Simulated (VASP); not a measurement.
LiSn2, 6 atoms in the cell. The structure is orthorhombic, space group Pbam (No. 55). The conventional cell has a = 4.772 Å, b = 9.833 Å, c = 3.140 Å, α = 90.00°, β = 90.00°, γ = 90.00°. Within 4.1 Å of Li (site symmetry 2/m) lie 2 Li at 3.14 Å and 12 Sn at 3.22 to 3.75 Å. Sn (site symmetry m) has 5 Sn at 3.03 to 3.14 Å and 6 Li at 3.22 to 3.75 Å within 4.0 Å. 

* Program: VASP 6.6.1
* Task: single point
* Functional: PBE
* Potentials or basis: VASP PAW PBE potentials, release 64 (Li_sv, Sn_d)
* Cutoff: 520 eV
* k mesh: 4 × 2 × 6
* Occupations: gaussian, width 0.1 eV
* Spin: no spin polarisation
* Dipole correction: no
* Further INCAR settings: ALGO = Fast; EDIFF = 1e-06; NBANDS = 40

Potentials or basis: VASP PAW PBE potentials, release 64 (Li_sv, Sn_d).

Run with:

```sh
$ cat potpaw_PBE.64/Li_sv/POTCAR potpaw_PBE.64/Sn_d/POTCAR > POTCAR
$ mpirun -np 1 vasp_std > vasp.out
```

Hardware: 1 thread of Intel(R) Xeon(R) Platinum 8259CL CPU @ 2.50GHz (Skylake/Cascade Lake), on a shared host.

Problem. How long does it take, and how much memory?

Solution. Run time: 6 min on 1 thread of Intel(R) Xeon(R) Platinum 8259CL CPU @ 2.50GHz (Skylake/Cascade Lake), with other jobs on the host, peak memory 0.31 GiB. Counts: scf iterations 37, k points 24.
